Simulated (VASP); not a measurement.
CaO: relaxation of cell and atoms with PBE

CaO:

```xyz
4
Lattice="1.8621 1.0751 5.9246 -1.8621 1.0751 5.9246 0.0000 -2.1502 5.9246" Properties=species:S:1:pos:R:3 pbc="T T T"
Ca    0.0000    0.0000   17.7616
Ca    0.0000    0.0000    8.8747
O     0.0000    0.0000    6.6775
O     0.0000    0.0000   15.5645
```

```json
{
  "Program": "VASP 6.6.1",
  "Task": "relaxation of cell and atoms",
  "Functional": "PBE",
  "Potentials or basis": "VASP PAW PBE potentials, release 64 (Ca_sv, O)",
  "Cutoff": "600 eV",
  "k mesh": "6 × 6 × 6",
  "Occupations": "gaussian, width 0.02 eV",
  "Spin": "no spin polarisation",
  "Dipole correction": "no",
  "Further INCAR settings": "ALGO = Normal; EDIFF = 1e-06; IBRION = 2; EDIFFG = -0.01; NSW = 80; ISIF = 3"
}
```

```yaml
Relaxed_volume: 18.12 Å³/atom
Relaxed_cell: a = 6.435 Å, b = 6.435 Å, c = 6.435 Å, α = 33.55°, β = 33.55°, γ = 33.55°
Space_group_after_relaxing_to_0.1_Å: F-43m (No. 216)
Energy_gained_by_relaxing: 7.8 meV/atom
Ionic_steps: 8
Pressure_after_relaxing: 0.0 GPa
Largest_force_after_relaxing: 0.004 eV/Å
Band_gap_on_the_k_mesh: 3.25 eV
```

Forces in eV/Å, atoms in the order of the input:
```
Ca   0.000  0.000 -0.004
Ca   0.000  0.000 -0.004
O    0.000  0.000  0.004
O    0.000  0.000  0.004
```

Step by step:
| step | energy change (eV) | largest force (eV/Å) | pressure (GPa) | volume (Å³) |
| --- | --- | --- | --- | --- |
| 1 | 0.0000 | 0.3589 | 1.59 | 71.17 |
| 2 | -0.0296 | 0.0427 | -0.57 | 72.99 |
| 3 | -0.0304 | 0.0040 | -0.30 | 72.73 |
| 4 | -0.0309 | 0.0158 | 0.04 | 72.40 |
| 5 | -0.0309 | 0.0157 | 0.04 | 72.40 |
| 6 | -0.0309 | 0.0156 | 0.04 | 72.41 |
| 7 | -0.0309 | 0.0125 | 0.00 | 72.42 |
| 8 | -0.0310 | 0.0042 | -0.03 | 72.47 |

Final structure:
```yaml
crystal:
  lattice:
    - [1.85697, 1.07212, 6.06683]
    - [-1.85697, 1.07212, 6.06683]
    - [0.00000, -2.14425, 6.06683]
  atoms:
    - { symbol: Ca, position: [0.00001, 0.00001, 0.00001] }
    - { symbol: Ca, position: [0.50001, 0.50001, 0.50001] }
    - { symbol: O, position: [0.37499, 0.37499, 0.37499] }
    - { symbol: O, position: [0.87499, 0.87499, 0.87499] }
```

Levels at points of the mesh, in eV from the valence-band top:
| k point | band 13 | band 14 | band 15 | band 16 | band 17 | band 18 | band 19 | band 20 |
| --- | --- | --- | --- | --- | --- | --- | --- | --- |
| (0.00, 0.00, 0.00) | -0.58 | -0.58 | -0.34 | -0.34 | 3.25 | 6.07 | 7.78 | 7.78 |
| (0.50, 0.00, 0.00) | -0.33 | -0.33 | -0.17 | -0.17 | 5.34 | 5.34 | 6.67 | 6.67 |
| (0.50, 0.50, 0.00) | -0.34 | -0.34 | 0.00 | 0.00 | 4.89 | 6.07 | 6.56 | 7.78 |
| (0.50, 0.50, 0.50) | -0.45 | -0.45 | -0.45 | -0.45 | 4.90 | 4.90 | 7.55 | 7.55 |

It took 13 min on 1 thread of Intel Xeon 8259CL, with other jobs on the host, peak memory 0.38 GiB.

A k mesh can miss the band edges.
